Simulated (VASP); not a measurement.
Write the native input for VASP 6.6.1 that does the following.

| Property | Result |
| --- | --- |
| Task | single point |
| Functional | PBEsol |
| Potentials or basis | VASP PAW PBE potentials, release 64 (Al, Ga_d, N) |
| Cutoff | 520 eV |
| k mesh | 6 × 6 × 6 |
| Occupations | gaussian, width 0.02 eV |
| Spin | no spin polarisation |
| Dipole correction | no |
| Further INCAR settings | ALGO = Normal; EDIFF = 1e-06; NBANDS = 41 |

The structure of AlGa3N4 lies in POSCAR:

```
AlGa3N4
1.0
    4.4755467803      0.0000000000      0.0000000000
    0.0000000000      4.4755467803      0.0000000000
    0.0000000000      0.0000000000      4.4755467803
Al Ga N
1 3 4
Direct
    0.0000000000      0.0000000000      0.0000000000
    0.5000000000      0.5000000000      0.0000000000
    0.5000000000      0.0000000000      0.5000000000
    0.0000000000      0.5000000000      0.5000000000
    0.7550207529      0.7550207529      0.2449792471
    0.7550207529      0.2449792471      0.7550207529
    0.2449792471      0.7550207529      0.7550207529
    0.2449792471      0.2449792471      0.2449792471
```

These files were run (other wordings do the same):

INCAR

```
PREC = Accurate
ENCUT = 520
EDIFF = 1E-6
ISMEAR = 0
SIGMA = 0.02
LREAL = F
LASPH = T
NELM = 60
ALGO = Normal
ISIF = 2
LWAVE = F
LCHARG = T
GGA = PS
LELF = T
LVHAR = T
NBANDS = 41
```

KPOINTS

```
regular mesh
0
Gamma
  6 6 6
```

Potentials or basis: VASP PAW PBE potentials, release 64 (Al, Ga_d, N).

Launch:

```console
$ cat potpaw_PBE.64/Al/POTCAR potpaw_PBE.64/Ga_d/POTCAR potpaw_PBE.64/N/POTCAR > POTCAR
$ mpirun -np 1 vasp_std > vasp.out
```

It gave:

```json
{
 "Pressure": "-1.2 GPa",
 "Largest force": "0.007 eV/Å",
 "Band gap on the k mesh": "2.27 eV, direct"
}
```

Caveat: the PAW data sets were made with another functional, which shifts forces and pressure a little.

Run time: 3 min on 1 thread of AMD EPYC 7R13 (shared host), peak memory 0.2 GiB.
